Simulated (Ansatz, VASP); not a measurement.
**CaO: VASP beside Ansatz**

```
Ca O
1.0
     0.00000    2.40650    2.40650
     2.40650    0.00000    2.40650
     2.40650    2.40650    0.00000
Ca O
1 1
Cartesian
  0.0000 0.0000 0.0000
  2.4065 2.4065 2.4065
```

Alike in both runs: task single point; functional LDA; k mesh 8 × 8 × 8; no spin polarisation.

|  | VASP | Ansatz |
| --- | --- | --- |
| version | VASP 6.6.1 | Ansatz 0.2.0 |
| potentials or method | VASP PAW LDA potentials, release 64 (Ca_sv, O), cutoff 520 eV | all-electron LAPW, scalar-relativistic |
| occupations | gaussian, width 0.01 eV | fixed |

Ansatz gave:

```
gap on the k mesh at the Fermi level (eV) : 3.48
pressure (GPa)                            : -7.4
```

Question: What did VASP give for the same quantities?

Answer: gap on the k mesh at the Fermi level (eV): 3.46; pressure (GPa): -6.6.

LDA's correlation is that of Perdew and Zunger in VASP and of Perdew and Wang (1992) in Ansatz. Ansatz ran all-electron here, and VASP with PAW potentials.
